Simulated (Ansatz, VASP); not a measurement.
# BePd: VASP beside Ansatz

The input INCAR:

```
PREC = Accurate ; ENCUT = 520
EDIFF = 1E-6 ; ISMEAR = -1
SIGMA = 0.08 ; LREAL = False
LASPH = True ; NELM = 60
ALGO = Normal ; ISIF = 2
LWAVE = False ; LCHARG = False
GGA = CA ; NBANDS = 13
```

KPOINTS

```
Automatic mesh
0
Gamma
  12 12 12
```

File POSCAR:

```
BePd
1.0
    2.8130000000      0.0000000000      0.0000000000
    0.0000000000      2.8130000000      0.0000000000
    0.0000000000      0.0000000000      2.8692600000
Be Pd
1 1
Direct
    0.0000000000      0.0000000000      0.0000000000
    0.5000000000      0.5000000000      0.5000000000
```

Input for Ansatz:

```yaml
crystal:
  lattice:
    - [2.813, 0.0, 0.0]
    - [0.0, 2.813, 0.0]
    - [0.0, 0.0, 2.86926]
  atoms:
    - { symbol: Be, position: [0.0, 0.0, 0.0] }
    - { symbol: Pd, position: [0.5, 0.5, 0.5] }
kpoints:
  mp_grid: { grid: [12, 12, 12] }
  band_path:
    path:
      - [0.0, 0.0, 0.0]
      - [0.0, 0.5, 0.0]
      - [0.5, 0.5, 0.0]
      - [0.0, 0.0, 0.0]
      - [0.0, 0.0, 0.5]
      - [0.0, 0.5, 0.5]
      - [0.5, 0.5, 0.5]
      - [0.0, 0.0, 0.5]
      - [0.0, 0.5, 0.0]
    npoints: 5
scf:
  occupations: { method: fermi_dirac, width: 0.08 }
hamiltonian:
  xc: lda
  pseudopotentials: { kind: all_electron, lapw: { basis_error: 0.001 } }
output:
  forces: true
  stress: true
  eigenvalues: true
```

Change from the starting cell: zz strain of +2 %.

Alike in both runs: task single point; functional LDA; k mesh 12 × 12 × 12; occupations fermi-dirac, width 0.08 eV; no spin polarisation.

|  | VASP | Ansatz |
| --- | --- | --- |
| version | VASP 6.6.1 | Ansatz 0.2.0 |
| potentials or method | VASP PAW LDA potentials, release 64 (Be, Pd), cutoff 520 eV | all-electron LAPW, scalar-relativistic |

```csv
,VASP,Ansatz,Ansatz less VASP
pressure (GPa),-10.6,-11.1,-0.58
"traceless stress, the component that is largest in VASP (GPa)",-0.51,-0.50,+0.017
```

LDA's correlation is that of Perdew and Zunger in VASP and of Perdew and Wang (1992) in Ansatz. Ansatz ran all-electron here, and VASP with PAW potentials.
